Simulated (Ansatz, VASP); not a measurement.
# Two plane-wave programs on Re2Au

```
Re Au
1.0
    -1.66704    1.66704    4.08947
     1.66704   -1.66704    4.08947
     1.66704    1.66704   -4.08947
Re Au
2 1
Direct
  0.66500 0.66500 0.00000
  0.33500 0.33500 0.00000
  0.00000 0.00000 0.00000
```

Alike in both runs: task relaxation of cell and atoms; functional PBE; k mesh 8 × 8 × 8; occupations gaussian, width 0.1 eV; no spin polarisation.

|  | VASP | Ansatz |
| --- | --- | --- |
| version | VASP 6.6.1 | Ansatz 0.2.0 |
| potentials or method | VASP PAW PBE potentials, release 64 (Re, Au), cutoff 600 eV | scalar-relativistic, plane waves, PAW |
| valence electrons in the cell | 25 | 49 |

```tsv
	VASP	Ansatz	Ansatz less VASP
gap on the k mesh at the Fermi level, each at its own relaxed structure (eV)	none	none	-
relaxed volume (Å³/atom)	15.98	16.00	+0.018
relaxed cell length with the largest relative difference (Å)	5.023	5.012	-0.0106
```

A gap of «none» marks a metal or a gap that the smearing closes. VASP's potentials hold 25 valence electrons a cell and Ansatz's 49, so a difference there can come from the potentials and not from the codes.

Neither program's run includes spin-orbit coupling.
